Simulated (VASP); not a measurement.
# Na: single point with PBE

The system is Na.

```
CELL_PARAMETERS angstrom
0.00000 3.04210 3.04210
3.04210 0.00000 3.04210
3.04210 3.04210 0.00000
ATOMIC_POSITIONS crystal
Na 0.87500 0.87500 0.87500
Na 0.12500 0.12500 0.12500
```

```yaml
Program: VASP 6.6.1
Task: single point
Functional: PBE
Potentials_or_basis: VASP PAW PBE potentials, release 64 (Na_pv)
Cutoff: 500 eV
k_mesh: 9 × 9 × 9, shifted
Occupations: fermi-dirac, width 0.05 eV
Spin: no spin polarisation
Dipole_correction: no
Further_INCAR_settings: ALGO = Normal; EDIFF = 1e-06; NBANDS = 14; ISYM = 0
```

* Pressure: 6.0 GPa
* Band gap on the k mesh: zero (band 7 reaches 1.95 eV, above the bottom of band 8 at 0.59 eV)

Levels at points of the mesh, in eV from the Fermi level:
```tsv
k point	band 5	band 6	band 7	band 8	band 9	band 10
(0.50, 0.50, 0.50)	-25.61	-25.61	-0.91	-0.79	6.09	6.09
(0.50, 0.00, 0.00)	-25.61	-25.61	-0.91	-0.79	6.09	6.09
(0.00, 0.00, 0.50)	-25.61	-25.61	-0.91	-0.79	6.09	6.09
(0.00, 0.50, 0.00)	-25.61	-25.61	-0.91	-0.79	6.09	6.09
```

Wall time 5.9 min on 1 thread of AMD EPYC 9R45 96-Core Processor (Zen 5), with other jobs on the host, peak memory 0.77 GiB.
